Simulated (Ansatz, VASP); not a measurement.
# One calculation of Se, two programs

```xyz
3
Lattice="4.0753 0.0000 0.0000 -2.0377 3.5294 0.0000 0.0000 0.0000 4.6720" Properties=species:S:1:pos:R:3 pbc="T T T"
Se    0.9766    0.0000    1.5573
Se   -0.4883    0.8458    3.1147
Se    1.5494    2.6836    0.0000
```

Alike in both runs: task single point; functional PBEsol; dispersion D3(BJ); k mesh 12 × 12 × 8; occupations gaussian, width 0.03 eV; no spin polarisation.

```csv
,VASP,Ansatz
version,VASP 6.6.1,Ansatz 0.2.0
potentials or method,"VASP PAW PBE potentials, release 64 (Se), cutoff 520 eV","scalar-relativistic, plane waves, PAW"
valence electrons in the cell,18,48
```

VASP gave:

```
gap on the k mesh at the Fermi level (eV)                     : 0.49
least direct gap on the mesh (eV)                             : 1.41
pressure (GPa)                                                : 9.3
traceless stress, the component that is largest in VASP (GPa) : 5.25
rms of the force components (eV/Å)                            : 0.865
```

Problem. Which values does Ansatz return?

Solution. gap on the k mesh at the Fermi level (eV): 0.50; least direct gap on the mesh (eV): 1.42; pressure (GPa): 8.9; traceless stress, the component that is largest in VASP (GPa): 5.13; rms of the force components (eV/Å): 0.824.

VASP's potentials were made for PBE, not for PBEsol. Atom by atom the forces differ by 0.041 eV/Å (rms over components). VASP's potentials hold 18 valence electrons a cell and Ansatz's 48, so a difference there can come from the potentials and not from the codes.
